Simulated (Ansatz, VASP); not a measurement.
LiH: VASP beside Ansatz

```
CELL_PARAMETERS angstrom
0.00000 1.97055 2.00299
1.97055 0.00000 2.00299
1.97055 1.97055 0.00000
ATOMIC_POSITIONS crystal
Li 0.00000 0.00000 0.00000
H 0.50000 0.50000 0.50000
```

Change from the starting cell: biaxial_xy strain -1.6%.

Alike in both runs: task single point; functional PBE; k mesh 10 × 10 × 10; occupations fermi-dirac, width 0.02 eV; no spin polarisation.

|  | VASP | Ansatz |
| --- | --- | --- |
| version | VASP 6.6.1 | Ansatz 0.2.0 |
| potentials or method | VASP PAW PBE potentials, release 64 (Li_sv, H) | plane waves, PAW |
| plane-wave cutoff (eV) | 520 | 420 |
| valence electrons in the cell | 4 | 4 |

```tsv
	VASP	Ansatz	Ansatz less VASP
gap on the k mesh at the Fermi level (eV)	2.76	2.77	+0.007
```

Noted on VASP's run: the cutoff is under 1.25 times that of the potentials, so the pressure is a little rough.
